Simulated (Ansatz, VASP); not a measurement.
# NaF: VASP beside Ansatz

INCAR

```
SYSTEM = NaF
  PREC = Accurate
  ENCUT = 520
  EDIFF = 1E-6
  ISMEAR = -1
  SIGMA = 0.02
  LREAL = .FALSE.
  LASPH = .TRUE.
  NELM = 100
  ALGO = Normal
  ISIF = 2
  LWAVE = .FALSE.
  LCHARG = .TRUE.
  GGA = PE
  LELF = .TRUE.
  LVHAR = .TRUE.
  NBANDS = 14
```

File KPOINTS:

```
regular mesh
0
G
  10 10 10
  0 0 0
```

POSCAR

```
NaF
1.0
    0.0000000000      2.3233000000      2.3233000000
    2.3233000000      0.0000000000      2.3233000000
    2.3233000000      2.3233000000      0.0000000000
Na F
1 1
Direct
    0.0000000000      0.0000000000      0.0000000000
    0.4827831102      0.5172168898      0.5172168898
```

Input for Ansatz:

```yaml
crystal:
  lattice:
    - [0.0, 2.3233, 2.3233]
    - [2.3233, 0.0, 2.3233]
    - [2.3233, 2.3233, 0.0]
  atoms:
    - { symbol: Na, position: [0.0, 0.0, 0.0] }
    - { symbol: F, position: [0.4827831102, 0.5172168898, 0.5172168898] }
kpoints:
  mp_grid: { grid: [10, 10, 10] }
scf:
  occupations: { method: fermi_dirac, width: 0.02 }
hamiltonian:
  xc: pbe
  pseudopotentials: { kind: all_electron, lapw: { basis_error: 0.0005 } }
output:
  forces: true
  stress: true
  eigenvalues: true
```

Alike in both runs: task single point; functional PBE; k mesh 10 × 10 × 10; occupations fermi-dirac, width 0.02 eV; no spin polarisation.

```csv
,VASP,Ansatz
version,VASP 6.6.1,Ansatz 0.2.0
potentials or method,"VASP PAW PBE potentials, release 64 (Na_pv, F), cutoff 520 eV","all-electron LAPW, scalar-relativistic"
```

|  | VASP | Ansatz | Ansatz less VASP |
| --- | --- | --- | --- |
| gap on the k mesh at the Fermi level (eV) | 6.26 | 6.27 | +0.012 |
| pressure (GPa) | 1.8 | 1.9 | +0.16 |
| traceless stress, the component that is largest in VASP (GPa) | 0.49 | 0.48 | -0.014 |
| rms of the force components (eV/Å) | 0.113 | 0.109 | -0.0033 |

Atom by atom the forces differ by 0.003 eV/Å (rms over components). Ansatz ran all-electron here, and VASP with PAW potentials.
